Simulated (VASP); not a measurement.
A run of VASP 6.6.1:

Contents of INCAR:

```
SYSTEM = MgC2
PREC = Accurate
ENCUT = 520
EDIFF = 1E-7
ISMEAR = 1
SIGMA = 0.02
LREAL = .FALSE.
LASPH = .TRUE.
NELM = 80
ALGO = Normal
ISIF = 2
LWAVE = .FALSE.
LCHARG = .FALSE.
GGA = PE
NBANDS = 12
```

The input KPOINTS:

```
Automatic mesh
0
G
  10 10 3
  0 0 0
```

Contents of POSCAR:

```
MgC2
1.0
    2.5662823665      0.0000000000      0.0000000000
   -1.2831411833      2.2224657227      0.0000000000
    0.0000000000      0.0000000000      9.3853905872
Mg C
1 2
Direct
    0.0000000000      0.0000000000      0.0000000000
    0.3333333333      0.6666666667      0.5000000000
    0.6666666667      0.3333333333      0.5000000000
```

Potentials or basis: VASP PAW PBE potentials, release 64 (Mg, C).

The run is started by

```console
$ cat potpaw_PBE.64/Mg/POTCAR potpaw_PBE.64/C/POTCAR > POTCAR
$ mpirun -np 1 vasp_std > vasp.out
```

Hardware: 1 thread of Intel Xeon 8259CL (shared host).

**Question.** How long does it take, and how much memory?

**Answer.** It took 39 s on 1 thread of Intel Xeon 8259CL, on a shared host, peak memory 0.17 GiB. Counts: scf iterations 16, k points 28.
